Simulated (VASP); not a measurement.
A run of VASP 6.6.1 is set up as follows.

Contents of INCAR:

```
ALGO = Normal
EDIFF = 1E-6
EDIFFG = -0.04
ENCUT = 600
GGA = PE
IBRION = 2
ISIF = 3
ISMEAR = 0
LASPH = T
LCHARG = F
LREAL = F
LWAVE = F
NELM = 80
NSW = 90
PREC = Accurate
SIGMA = 0.1
```

KPOINTS

```
k-points
0
Gamma
  6 6 6
```

The input POSCAR:

```
SiC4
1.0
    1.6881273200      0.9746407600      5.5134007400
   -1.6881273200      0.9746407600      5.5134007400
    0.0000000000     -1.9492815300      5.5134007400
Si C
1 4
Direct
    0.0000000000      0.0000000000      0.0000000000
    0.6250000000      0.6250000000      0.6250000000
    0.1250000000      0.1250000000      0.1250000000
    0.8750000000      0.8750000000      0.8750000000
    0.3750000000      0.3750000000      0.3750000000
```

Potentials or basis: VASP PAW PBE potentials, release 64 (Si, C).

Run with:

```sh
$ cat potpaw_PBE.64/Si/POTCAR potpaw_PBE.64/C/POTCAR > POTCAR
$ mpirun -np 1 vasp_std > vasp.out
```

(1) What does it give for the band gap on the k mesh?

(2) What does it give for the relaxed cell?

(3) What does it give for the relaxed volume?

Results:

(1) zero (bands 10 and 11 overlap by 5.14 eV).

(2) a = 6.702 Å, b = 6.702 Å, c = 6.702 Å, α = 21.85°, β = 21.85°, γ = 21.85°.

(3) 7.31 Å³/atom.

Caveat: the k points lie up to 0.48 Å⁻¹ apart in the final cell, too coarse for converged energies and pressures of a metal; the cell differs from its parent crystal (atoms taken out); the volume moved by over 15 % at a fixed basis, so the end points are rough.
